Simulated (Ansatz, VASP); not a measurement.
**Ga: VASP beside Ansatz**

```xyz
4
Lattice="2.2085 -3.7456 0.0000 2.2085 3.7456 0.0000 0.0000 0.0000 4.4390" Properties=species:S:1:pos:R:3 pbc="T T T"
Ga    2.2085   -2.5768    0.3751
Ga    2.2085   -1.1687    2.5946
Ga    2.2085    2.5768    4.0639
Ga    2.2085    1.1687    1.8444
```

Alike in both runs: functional LDA; k mesh 12 × 12 × 10; occupations gaussian, width 0.1 eV; no spin polarisation.

Ansatz relaxed the structure, and its values are those at the end. VASP's run is a single point on that final structure, the one shown.

|  | VASP | Ansatz |
| --- | --- | --- |
| version | VASP 6.6.1 | Ansatz 0.2.0 |
| potentials or method | VASP PAW LDA potentials, release 64 (Ga_d), cutoff 520 eV | scalar-relativistic, plane waves, PAW |
| valence electrons in the cell | 52 | 52 |

|  | VASP | Ansatz | Ansatz less VASP |
| --- | --- | --- | --- |
| gap on the k mesh at the Fermi level (eV) | none | none | - |
| pressure (GPa) | 0.2 | 0.0 | -0.21 |

LDA's correlation is that of Perdew and Zunger in VASP and of Perdew and Wang (1992) in Ansatz. A gap of «none» marks a metal or a gap that the smearing closes.
